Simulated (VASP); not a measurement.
Write the native input for VASP 6.6.1 that does the following.

* Task: single point
* Functional: r2SCAN
* Potentials or basis: VASP PAW PBE potentials, release 64 (O, Hg, Se)
* Cutoff: 660 eV
* k mesh: 4 × 4 × 4
* Occupations: fermi-dirac, width 0.02 eV
* Spin: no spin polarisation
* Dipole correction: no
* Further INCAR settings: ALGO = Normal; EDIFF = 1e-06; NBANDS = 26

Crystal: Hg2SeO.

```
O Hg Se
1.0
     4.07558    0.00000    0.00000
     0.00000    4.07558    0.00000
     0.00000    0.00000    5.51088
O Hg Se
1 2 1
Direct
  0.00000 0.00000 0.00000
  0.00000 0.50000 0.80509
  0.50000 0.00000 0.19491
  0.50000 0.50000 0.50000
```

These files were run (other wordings do the same):

POSCAR

```
Hg2SeO
1.0
    4.0755802718      0.0000000000      0.0000000000
    0.0000000000      4.0755802718      0.0000000000
    0.0000000000      0.0000000000      5.5108812283
O Hg Se
1 2 1
Direct
    0.0000000000      0.0000000000      0.0000000000
    0.0000000000      0.5000000000      0.8050886442
    0.5000000000      0.0000000000      0.1949113558
    0.5000000000      0.5000000000      0.5000000000
```

INCAR.step1

```
ALGO = Normal
EDIFF = 1E-5
ENCUT = 660
GGA = PE
GGA_COMPAT = False
ISMEAR = -1
LASPH = True
LCHARG = False
LREAL = False
LWAVE = True
NBANDS = 26
NELM = 120
PREC = Accurate
SIGMA = 0.02
```

INCAR.step2

```
ALGO = Normal
EDIFF = 1E-6
ENCUT = 660
GGA_COMPAT = False
ISIF = 2
ISMEAR = -1
ISTART = 1
LASPH = True
LCHARG = False
LMIXTAU = True
LREAL = False
LWAVE = False
METAGGA = R2SCAN
NBANDS = 26
NELM = 120
PREC = Accurate
SIGMA = 0.02
```

KPOINTS

```
k-points
0
Gamma
  4 4 4
```

Potentials or basis: VASP PAW PBE potentials, release 64 (O, Hg, Se).

Run with:

```bash
$ cat potpaw_PBE.64/O/POTCAR potpaw_PBE.64/Hg/POTCAR potpaw_PBE.64/Se/POTCAR > POTCAR
$ cp INCAR.step1 INCAR
$ mpirun -np 1 vasp_std > vasp.out
$ cp INCAR.step2 INCAR
$ mpirun -np 1 vasp_std > vasp.out
```

It gave:

```yaml
Pressure: 0.7 GPa
Largest_force: 0.044 eV/Å
Band_gap_on_the_k_mesh: zero (filled and empty bands touch)
```

Caveat: the k points lie up to 0.39 Å⁻¹ apart; semilocal functionals underestimate gaps, so a narrow gap can read as zero; the PAW data sets were made with another functional, which shifts forces and pressure a little; spin-orbit coupling is left out, which moves the levels of the heavy elements.

Wall time 100 s on 1 thread of AMD EPYC 9R45 96-Core Processor (Zen 5), with other jobs on the host, peak memory 0.26 GiB.
